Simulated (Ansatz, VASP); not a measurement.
## Two plane-wave programs on PbSe

```xyz
2
Lattice="0.0000 3.0172 3.0172 3.0172 0.0000 3.0172 3.0172 3.0172 0.0000" Properties=species:S:1:pos:R:3 pbc="T T T"
Pb    0.0000    0.0000    0.0000
Se    3.0172    3.0172    3.0172
```

Alike in both runs: task single point; functional PBE; dispersion D3(BJ); k mesh 10 × 10 × 10; occupations gaussian, width 0.03 eV; no spin polarisation.

|  | VASP | Ansatz |
| --- | --- | --- |
| version | VASP 6.6.1 | Ansatz 0.2.0 |
| potentials or method | VASP PAW PBE potentials, release 64 (Pb_d, Se), cutoff 520 eV | scalar-relativistic, plane waves, PAW |
| valence electrons in the cell | 20 | 30 |

Ansatz gave:

| Property | Result |
| --- | --- |
| gap on the k mesh at the Fermi level (eV) | 0.13 |
| least direct gap on the mesh (eV) | 0.13 |
| pressure (GPa) | 2.8 |

**Question.** Which values does VASP return?

**Answer.** gap on the k mesh at the Fermi level (eV): 0.14; least direct gap on the mesh (eV): 0.14; pressure (GPa): 2.8.

VASP's potentials hold 20 valence electrons a cell and Ansatz's 30, so a difference there can come from the potentials and not from the codes.

Spin-orbit coupling is off throughout.
